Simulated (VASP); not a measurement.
Input of a VASP 6.6.1 run:

File INCAR:

```
SYSTEM = RbCl
PREC = Accurate
ENCUT = 500
EDIFF = 1E-6
ISMEAR = 0
SIGMA = 0.01
LREAL = .FALSE.
LASPH = .TRUE.
NELM = 120
ALGO = Normal
ISIF = 2
LWAVE = .FALSE.
LCHARG = .TRUE.
GGA = PS
LELF = .TRUE.
LVHAR = .TRUE.
NBANDS = 15
GGA_COMPAT = .FALSE.
```

The input KPOINTS:

```
regular mesh
0
G
  6 6 6
  0 0 0
```

POSCAR

```
RbCl
1.0
    0.0000000000      3.2740000000      3.2740000000
    3.2740000000      0.0000000000      3.2740000000
    3.2740000000      3.2740000000      0.0000000000
Rb Cl
1 1
Direct
    0.0000000000      0.0000000000      0.0000000000
    0.5000000000      0.5000000000      0.5000000000
```

Potentials or basis: VASP PAW PBE potentials, release 64 (Rb_sv, Cl).

Command:

```bash
$ cat potpaw_PBE.64/Rb_sv/POTCAR potpaw_PBE.64/Cl/POTCAR > POTCAR
$ mpirun -np 1 vasp_std > vasp.out
```

Question: What does it give for the pressure?

Answer: 0.0 GPa.

Question: Predict the band gap on the k mesh.

Answer: 4.89 eV, direct.

Caveat: the PAW data sets were made with another functional, which shifts forces and pressure a little. PBEsol gaps usually lie below the measured ones, often by a third to a half.
